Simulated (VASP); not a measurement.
Wanted: the native input for a VASP 6.6.1 run.

| Property | Result |
| --- | --- |
| Task | electric field gradients |
| Functional | BLYP |
| Dispersion | D4 |
| Potentials or basis | VASP PAW PBE potentials, release 64 (S, Mg) |
| Cutoff | 520 eV |
| k mesh | 8 × 8 × 8 |
| Occupations | gaussian, width 0.01 eV |
| Spin | no spin polarisation |
| Dipole correction | no |
| Further INCAR settings | ALGO = Normal; EDIFF = 1e-08; NBANDS = 11 |

The structure of MgS lies in POSCAR:

```
MgS
1.0
    0.0000000000      2.6300356747      2.6300356747
    2.6300356747      0.0000000000      2.6300356747
    2.6300356747      2.6300356747      0.0000000000
S Mg
1 1
Direct
    0.2500000000      0.2500000000      0.2500000000
    0.0000000000      0.0000000000      0.0000000000
```

This cell differs from its parent crystal: volume scaled by 0.8.

These files were run (other wordings do the same):

INCAR

```
PREC     = Accurate       # precision mode
ENCUT    = 520            # plane-wave cutoff, eV
EDIFF    = 1E-8           # SCF threshold, eV
ISMEAR   = 0              # smearing method
SIGMA    = 0.01           # smearing width, eV
LREAL    = F              # projectors in reciprocal space
LASPH    = T              # aspherical terms in the spheres
NELM     = 80             # most SCF steps
ALGO     = Normal         # electronic algorithm
ISIF     = 2              # what is computed and relaxed
LWAVE    = F              # write WAVECAR
LCHARG   = F              # write CHGCAR
GGA      = B5             # functional
ALDAX    = 1.0          
AGGAX    = 1.0          
AGGAC    = 1.0          
ALDAC    = 0.0          
IVDW     = 13             # dispersion correction
VDW_S6   = 1.0          
VDW_S8   = 2.34076671   
VDW_A1   = 0.44488865   
VDW_A2   = 4.0933009    
LEFG     = T            
NBANDS   = 11             # bands
```

KPOINTS

```
regular mesh
0
Gamma
  8 8 8
```

Potentials or basis: VASP PAW PBE potentials, release 64 (S, Mg).

Run with:

```sh
$ cat potpaw_PBE.64/S/POTCAR potpaw_PBE.64/Mg/POTCAR > POTCAR
$ mpirun -np 1 vasp_std > vasp.out
```

It gave:

```json
{"Pressure": "18.3 GPa", "Band gap on the k mesh": "3.85 eV, indirect (least direct gap 4.86 eV)", "Dispersion energy per atom": "-0.544 eV"}
```

Caveat: without QUAD_EFG the Cq values of the log hold for a quadrupole moment of 1 mb, not for the nuclei; the PAW data sets were made with another functional, which shifts forces and pressure a little.

It took 13 s on 1 thread of Intel(R) Xeon(R) Platinum 8488C (Sapphire Rapids), with other jobs on the host, peak memory 0.15 GiB.
